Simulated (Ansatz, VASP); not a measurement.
TiNi in VASP and in Ansatz

```xyz
2
Lattice="2.9880 0.0000 0.0000 0.0000 2.9880 0.0000 0.0000 0.0000 2.9880" Properties=species:S:1:pos:R:3 pbc="T T T"
Ni    0.0000    0.0000    0.0000
Ti    1.4940    1.4940    1.4940
```

Alike in both runs: functional r2SCAN; k mesh 16 × 16 × 16; occupations methfessel-paxton of order 1, width 0.1 eV; no spin polarisation.

Ansatz relaxed the structure, and its values are those at the end. VASP's run is a single point on that final structure, the one shown.

|  | VASP | Ansatz |
| --- | --- | --- |
| version | VASP 6.6.1 | Ansatz 0.2.0 |
| potentials or method | VASP PAW PBE potentials, release 64 (Ni, Ti_sv) | scalar-relativistic, plane waves, PAW |
| plane-wave cutoff (eV) | 520 | 500 |
| valence electrons in the cell | 22 | 30 |

|  | VASP | Ansatz | Ansatz less VASP |
| --- | --- | --- | --- |
| gap on the k mesh at the Fermi level (eV) | none | none | - |
| pressure (GPa) | 0.5 | 0.0 | -0.51 |

VASP's potentials were made for PBE, not for r2SCAN. A gap of «none» marks a metal or a gap that the smearing closes. With one functional, cell and mesh, what is left measures potentials, basis and numerics. VASP's potentials hold 22 valence electrons a cell and Ansatz's 30, so a difference there can come from the potentials and not from the codes.
